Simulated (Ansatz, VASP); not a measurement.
## Ge in VASP and in Ansatz

```
Ge
1.0
     0.00000    2.84750    2.84750
     2.84750    0.00000    2.84750
     2.84750    2.84750    0.00000
Ge
2
Cartesian
  2.8475 2.8475 2.8475
  4.2713 4.2713 4.2713
```

Change from the starting cell: volume scaled by 1.02.

Alike in both runs: task single point; functional PBEsol; k mesh 11 × 11 × 11; occupations fermi-dirac, width 0.05 eV; no spin polarisation.

```csv
,VASP,Ansatz
version,VASP 6.6.1,Ansatz 0.2.0
potentials or method,"VASP PAW PBE potentials, release 64 (Ge_d), cutoff 520 eV","all-electron LAPW, scalar-relativistic"
```

|  | VASP | Ansatz | Ansatz less VASP |
| --- | --- | --- | --- |
| pressure (GPa) | -0.8 | -0.7 | +0.09 |

VASP's potentials were made for PBE, not for PBEsol. Ansatz ran all-electron here, and VASP with PAW potentials.
